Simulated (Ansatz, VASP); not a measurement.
**One calculation of NaI, two programs**

```
Na I
1.0
     0.00000    3.23640    3.23640
     3.23640    0.00000    3.23640
     3.23640    3.23640    0.00000
Na I
1 1
Direct
  0.00000 0.00000 0.00000
  0.50000 0.50000 0.50000
```

Alike in both runs: task single point; functional PBE; k mesh 4 × 4 × 4; occupations gaussian, width 0.02 eV; no spin polarisation.

|  | VASP | Ansatz |
| --- | --- | --- |
| version | VASP 6.6.1 | Ansatz 0.2.0 |
| potentials or method | VASP PAW PBE potentials, release 64 (Na_pv, I), cutoff 500 eV | scalar-relativistic, plane waves, PAW |
| valence electrons in the cell | 14 | 26 |

```tsv
	VASP	Ansatz	Ansatz less VASP
gap on the k mesh at the Fermi level (eV)	3.64	3.64	+0.004
least direct gap on the mesh (eV)	3.64	3.64	+0.004
pressure (GPa)	0.5	0.5	0.00
```

VASP's potentials hold 14 valence electrons a cell and Ansatz's 26, so a difference there can come from the potentials and not from the codes.

The k mesh is coarse, so the values compare programs but aren't converged. Spin-orbit coupling is off throughout.
